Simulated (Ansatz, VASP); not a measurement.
## Two plane-wave programs on AlTlS3

```xyz
5
Lattice="3.0754 1.7756 3.7783 -3.0754 1.7756 3.7783 0.0000 -3.5512 3.7783" Properties=species:S:1:pos:R:3 pbc="T T T"
Al    0.0000    0.0000    5.6675
Tl    0.0000    0.0000    0.0000
S     0.0000    1.7756    3.7783
S    -1.5377   -0.8878    3.7783
S     1.5377   -0.8878    3.7783
```

Alike in both runs: task single point; functional PBE; k mesh 6 × 6 × 6; occupations gaussian, width 0.1 eV; no spin polarisation.

|  | VASP | Ansatz |
| --- | --- | --- |
| version | VASP 6.6.1 | Ansatz 0.2.0 |
| potentials or method | VASP PAW PBE potentials, release 64 (Al, Tl_d, S), cutoff 520 eV | scalar-relativistic, plane waves, PAW |
| valence electrons in the cell | 34 | 34 |

Ansatz gave:

* gap on the k mesh at the Fermi level (eV): none
* pressure (GPa): -2.9
* traceless stress, the component that is largest in VASP (GPa): -8.38

Which values does VASP return?

gap on the k mesh at the Fermi level (eV): none; pressure (GPa): -3.0; traceless stress, the component that is largest in VASP (GPa): -8.38.

A gap of «none» marks a metal or a gap that the smearing closes. The functional is the same, so the differences come from potentials, cutoffs and numerics.

Spin-orbit coupling is off throughout.
